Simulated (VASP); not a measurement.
# CdSe (zincblende type) (F-43m) in VASP: further runs

Runs on CdSe (zincblende type). Level: PBE. Tasks: single point.

Everything below comes from runs of VASP 6.6.1. Logs are shortened: lines on timing, memory, paths and dates and some standing lists are left out, and cuts for length are marked.

## Step 1: The cell of the first run

The structure is cubic, space group F-43m (No. 216). Conventional cell: a = 6.196 Å, b = 6.196 Å, c = 6.196 Å, α = 90.00°, β = 90.00°, γ = 90.00°. Within 3.5 Å of Cd (site symmetry -43m) lie 4 Se at 2.68 Å. Se (site symmetry -43m) has 4 Cd at 2.68 Å within 3.5 Å.

## Step 2: Single point, PBE

INCAR

```
SYSTEM = CdSe
  ALGO = Normal
  EDIFF = 1E-6
  ENCUT = 520
  GGA = PE
  ISIF = 2
  ISMEAR = -1
  LASPH = .True.
  LCHARG = .False.
  LREAL = .False.
  LWAVE = .False.
  NBANDS = 16
  NELM = 80
  PREC = Accurate
  SIGMA = 0.1
```

KPOINTS

```
k-points
0
Gamma
  11 11 11
  0 0 0
```

POSCAR

```
CdSe
1.0
    0.0000000000      3.0980889089      3.0980889089
    3.0980889089      0.0000000000      3.0980889089
    3.0980889089      3.0980889089      0.0000000000
Cd Se
1 1
Direct
    0.0000000000      0.0000000000      0.0000000000
    0.2500000000      0.2500000000      0.2500000000
```

Potentials or basis: VASP PAW PBE potentials, release 64 (Cd, Se).

Run with:

```
$ cat potpaw_PBE.64/Cd/POTCAR potpaw_PBE.64/Se/POTCAR > POTCAR
$ mpirun -np 1 vasp_std > vasp.out
```

OUTCAR:

```text
SYSTEM = CdSe
   EDIFF = 1E-6
   ENCUT = 520
   GGA = PE
   ISIF = 2
   ISMEAR = -1
   LASPH = .True.
   LREAL = .False.
   NELM = 80
   PREC = Accurate

 ion  position               nearest neighbor table
   1  0.000  0.000  0.000-   2 2.68   2 2.68   2 2.68   2 2.68
   2  0.250  0.250  0.250-   1 2.68   1 2.68   1 2.68   1 2.68

  LATTYP: Found a face centered cubic cell.
 ALAT       =     6.1961778178

  Lattice vectors:

 A1 = (   0.0000000000,   3.0980889089,   3.0980889089)
 A2 = (   3.0980889089,   0.0000000000,   3.0980889089)
 A3 = (   3.0980889089,   3.0980889089,   0.0000000000)

Analysis of symmetry for initial positions (statically):
=====================================================================
 Subroutine PRICEL returns:
 Original cell was already a primitive cell.

 Routine SETGRP: Setting up the symmetry group for a
 face centered cubic supercell.

 Subroutine GETGRP returns: Found 24 space group operations
 (whereof 24 operations were pure point group operations)
 out of a pool of 48 trial point group operations.

The static configuration has the point symmetry T_d .

Analysis of symmetry for dynamics (positions and initial velocities):
=====================================================================
 Subroutine PRICEL returns:
 Original cell was already a primitive cell.

 Routine SETGRP: Setting up the symmetry group for a
 face centered cubic supercell.

 Subroutine GETGRP returns: Found 24 space group operations
 (whereof 24 operations were pure point group operations)
 out of a pool of 48 trial point group operations.

The dynamic configuration has the point symmetry T_d .

 Subroutine INISYM returns: Found 24 space group operations
 (whereof 24 operations are pure point group operations),
 and found     1 'primitive' translations

----------------------------------------------------------------------------------------

                                     Primitive cell

  volume of cell :      59.4719

  direct lattice vectors                    reciprocal lattice vectors
     0.000000000  3.098088909  3.098088909    -0.161389816  0.161389816  0.161389816
     3.098088909  0.000000000  3.098088909     0.161389816 -0.161389816  0.161389816
     3.098088909  3.098088909  0.000000000     0.161389816  0.161389816 -0.161389816

  length of vectors
     4.381359352  4.381359352  4.381359352     0.279535362  0.279535362  0.279535362

  position of ions in fractional coordinates (direct lattice)
[... 72 lines left out ...]
   ICHARG =      2    charge: 1-file 2-atom 10-const
   ISPIN  =      1    spin polarized calculation?
   LNONCOLLINEAR =      F non collinear calculations
   LSORBIT =      F    spin-orbit coupling
   LASPH  =      T    aspherical Exc in radial PAW
   ENCUT  =  520.0 eV  38.22 Ry    6.18 a.u.   8.15  8.15  8.15*2*pi/ulx,y,z
   NELM   =     80;   NELMIN=  2; NELMDL= -5     # of ELM steps
   EDIFF  = 0.1E-05   stopping-criterion for ELM
   LREAL  =      F    real-space projection
   EDIFFG = 0.1E-04   stopping-criterion for IOM
   NSW    =      0    number of steps for IOM
   IBRION =     -1    ionic relax: 0-MD 1-quasi-New 2-CG
   NFREE  =      0    steps in history (QN), initial steepest desc. (CG)
   ISIF   =      2    stress and relaxation
   ISYM   =      2    0-nonsym 1-usesym 2-fastsym
   POTIM  = 0.5000    time-step for ionic-motion
   TEBEG  =    0.0;   TEEND  =   0.0 temperature during run
   PSTRESS=    0.0 pullay stress
   NELECT =      18.0000    total number of electrons
   NUPDOWN=      -1.0000    fix difference up-down
   EMIN   =  10.00;   EMAX   =-10.00  energy-range for DOS
   EFERMI =   0.00;   METHOD = LEGACY
   ISMEAR =    -1;   SIGMA  =   0.10  broadening in eV -4-tet -1-fermi 0-gaus
   EFERMI_NEDOS =   21; number of points for ismear=-14 and -15
   IALGO  =     38    algorithm
   IMIX   =      4    mixing-type and parameters
     AMIX     =   0.40;   BMIX     =  1.00
     AMIX_MAG =   1.60;   BMIX_MAG =  1.00
  volume/ion in A,a.u.               =      29.74       200.67
  Fermi-wavevector in a.u.,A,eV,Ry     =   1.099162  2.077115 16.437982  1.208158
  Thomas-Fermi vector in A             =   2.235552
   LORBIT       =      0    0 simple, 1 ext, 2 COOP (PROOUT), +10 PAW based schemes
   GGA     = PE    functional components
   LHFCALC =     F    Hartree Fock is set to
   AEXX    =    0.0000 exact exchange contribution
   IVDW    =     0    specifies the selected vdW correction
   LEPSILON=     F    determine dielectric tensor
   LRPA    =     F    only Hartree local field effects (RPA)
 non-spin polarized calculation
  energy-cutoff  :      520.00
  volume of cell :       59.47
 maximum number of plane-waves:      1639
 NGX is ok and might be reduce to    36
   NGX = 17   NGY = 17   NGZ = 17

 number of electron      18.0000000 magnetization

 Free energy of the ion-electron system (eV)
  ---------------------------------------------------
  ext. energy  EPLUGINS =         0.00000000
  ---------------------------------------------------
  free energy    TOTEN  =        -5.50011282 eV

  energy without entropy =       -5.49963801  energy(sigma->0) =       -5.49987542

 E-fermi :   0.9493     XC(G=0):  -8.6357

 val. band max:        0.5142668598   @ k =   0.0000   0.0000   0.0000
 cond. band min:       1.0080262530   @ k =   0.0000   0.0000   0.0000
 fundamental gap:      0.4937593932
 Fermi energy:         0.9493277396

 k-point     1 :       0.0000    0.0000    0.0000
  band No.  band energies     occupation
      1     -11.7830      2.00000
      2      -7.2472      2.00000
      3      -7.2472      2.00000
      4      -7.2472      2.00000
      5      -6.9295      2.00000
      6      -6.9295      2.00000
[... 433 lines left out ...]
      3      -7.1690      2.00000
      4      -7.0049      2.00000
      5      -6.9414      2.00000
      6      -6.8970      2.00000
[... 8 lines left out ...]
     15      11.2588      0.00000
     16      12.4797      0.00000

 [... further k-points ...]
[... 5 lines left out ...]
  --------------------------------------------------------------------------------------
  -------------------------------------------------------------------------------------
  Total        0.0918171      0.0918171      0.0918171      0.0000000      0.0000000      0.0000000
  in kB        2.4735594      2.4735594      2.4735594      0.0000000      0.0000000      0.0000000
  external PRESSURE =       2.4735594 kB  Pullay stress =       0.0000000 kB

 VOLUME and BASIS-vectors are now :
 -----------------------------------------------------------------------------
  energy-cutoff  :      520.00
  volume of cell :       59.47
      direct lattice vectors                 reciprocal lattice vectors
     0.000000000  3.098088909  3.098088909    -0.161389816  0.161389816  0.161389816
     3.098088909  0.000000000  3.098088909     0.161389816 -0.161389816  0.161389816
     3.098088909  3.098088909  0.000000000     0.161389816  0.161389816 -0.161389816

 POSITION                                       TOTAL-FORCE (eV/Angst)
 -----------------------------------------------------------------------------------
      0.00000      0.00000      0.00000        -0.000000     -0.000000     -0.000000
      1.54904      1.54904      1.54904         0.000000      0.000000      0.000000
 -----------------------------------------------------------------------------------
    total drift:                               -0.000000     -0.000000     -0.000000

  FREE ENERGIE OF THE ION-ELECTRON SYSTEM (eV)
  ---------------------------------------------------
  free  energy   TOTEN  =        -5.5001128232 eV

  energy  without entropy=       -5.4996380107  energy(sigma->0) =       -5.49987542
```

stdout:

```text
POSCAR found type information on POSCAR CdSe
 POSCAR found :  2 types and       2 ions
 scaLAPACK will be used
 LDA part: xc-table for (Slater+PW92), standard interpolation
 POSCAR, INCAR and KPOINTS ok, starting setup
 FFT: planning ... GRIDC
 FFT: planning ... GRID_SOFT
 FFT: planning ... GRID
 WAVECAR not read
 entering main loop
```

Run time: 26 s. Hardware: 1 thread of Intel Xeon 6975P-C (Granite Rapids), shared host; peak memory 0.23 GiB.

Results:

```
Free energy            : -5.5001 eV
Pressure               : 0.2 GPa
Band gap on the k mesh : 0.49 eV, direct
```

## Step 3: Single point, PBE

INCAR

```
PREC = Accurate
ENCUT = 520
EDIFF = 1E-7
ISMEAR = -1
SIGMA = 0.1
LREAL = F
LASPH = T
NELM = 60
ALGO = Normal
ISIF = 2
LWAVE = F
LCHARG = F
GGA = PE
NBANDS = 16
```

KPOINTS

```
regular mesh
0
Gamma
  11 11 11
```

POSCAR is that of step 2.

Potentials or basis: VASP PAW PBE potentials, release 64 (Cd, Se).

Run with:

```
$ cat potpaw_PBE.64/Cd/POTCAR potpaw_PBE.64/Se/POTCAR > POTCAR
$ mpirun -np 1 vasp_std > vasp.out
```

It took 31 s on 1 thread of Intel Xeon 6975P-C (Granite Rapids), shared host; peak memory 0.23 GiB.

The run converged. Its results:

```yaml
Free_energy: -5.5001 eV
Pressure: 0.2 GPa
Band_gap_on_the_k_mesh: 0.49 eV, direct
```

Levels at points of the mesh, in eV from the valence-band top:
| k point | band 5 | band 6 | band 7 | band 8 | band 9 | band 10 | band 11 | band 12 | band 13 | band 14 |
| --- | --- | --- | --- | --- | --- | --- | --- | --- | --- | --- |
| (0.00, 0.00, 0.00) | -7.44 | -7.44 | 0.00 | 0.00 | 0.00 | 0.49 | 5.93 | 5.93 | 5.93 | 9.56 |
